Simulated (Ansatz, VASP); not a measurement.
**One calculation of CO2, two programs**

The input INCAR:

```
SYSTEM = CO2
PREC = Accurate
ENCUT = 520
EDIFF = 1E-7
ISMEAR = 0
SIGMA = 0.1
LREAL = .FALSE.
LASPH = .TRUE.
NELM = 60
ALGO = Normal
ISIF = 2
LWAVE = .FALSE.
LCHARG = .FALSE.
GGA = PE
NBANDS = 15
```

File KPOINTS:

```
regular mesh
0
G
  16 16 16
  0 0 0
```

The input POSCAR:

```
CO2
1.0
    0.0000000000      2.2778525687      2.2778525687
    2.2778525687      0.0000000000      2.2778525687
    2.2778525687      2.2778525687      0.0000000000
C O
1 2
Direct
    0.0000000000      0.0000000000      0.0000000000
    0.2500000000      0.2500000000      0.2500000000
    0.7500000000      0.7500000000      0.7500000000
```

Input for Ansatz:

```yaml
crystal:
  lattice:
    - [0.0, 2.2778525687, 2.2778525687]
    - [2.2778525687, 0.0, 2.2778525687]
    - [2.2778525687, 2.2778525687, 0.0]
  atoms:
    - { symbol: C, position: [0.0, 0.0, 0.0] }
    - { symbol: O, position: [0.25, 0.25, 0.25] }
    - { symbol: O, position: [0.75, 0.75, 0.75] }
basis:
  ecutwfc: 420
kpoints:
  mp_grid: { grid: [16, 16, 16] }
hamiltonian:
  xc: pbe
scf:
  occupations: { method: gaussian, width: 0.1 }
output:
  forces: true
  stress: true
  eigenvalues: true
  populations: true
```

Alike in both runs: task single point; functional PBE; k mesh 16 × 16 × 16; occupations gaussian, width 0.1 eV; no spin polarisation.

|  | VASP | Ansatz |
| --- | --- | --- |
| version | VASP 6.6.1 | Ansatz 0.2.0 |
| potentials or method | VASP PAW PBE potentials, release 64 (C, O), cutoff 520 eV | scalar-relativistic, plane waves, PAW |
| valence electrons in the cell | 16 | 16 |

VASP gave:

| Quantity | Value |
| --- | --- |
| gap on the k mesh at the Fermi level (eV) | none |
| pressure (GPa) | -6.1 |

What did Ansatz give for the same quantities?

gap on the k mesh at the Fermi level (eV): none; pressure (GPa): -6.0.

A gap of «none» marks a metal or a gap that the smearing closes.
